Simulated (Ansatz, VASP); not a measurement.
# SrO in VASP and in Ansatz

```xyz
2
Lattice="-0.0257 2.5570 2.5570 2.5570 -0.0257 2.5570 2.5570 2.5570 -0.0257" Properties=species:S:1:pos:R:3 pbc="T T T"
Sr    0.0000    0.0000    0.0000
O     2.5441    2.5441    2.5441
```

Change from the starting cell: equal xy, yz and zx shear strains of -1 %.

Alike in both runs: task single point; functional LDA; k mesh 8 × 8 × 8; occupations fermi-dirac, width 0.02 eV; no spin polarisation.

```csv
,VASP,Ansatz
version,VASP 6.6.1,Ansatz 0.2.0
potentials or method,"VASP PAW LDA potentials, release 64 (Sr_sv, O), cutoff 520 eV","all-electron LAPW, scalar-relativistic"
```

```tsv
	VASP	Ansatz	Ansatz less VASP
gap on the k mesh at the Fermi level (eV)	3.08	3.13	+0.057
pressure (GPa)	-3.5	-4.2	-0.68
traceless stress, the component that is largest in VASP (GPa)	0.55	0.55	+0.002
```

LDA's correlation is that of Perdew and Zunger in VASP and of Perdew and Wang (1992) in Ansatz. Ansatz ran all-electron here, and VASP with PAW potentials.
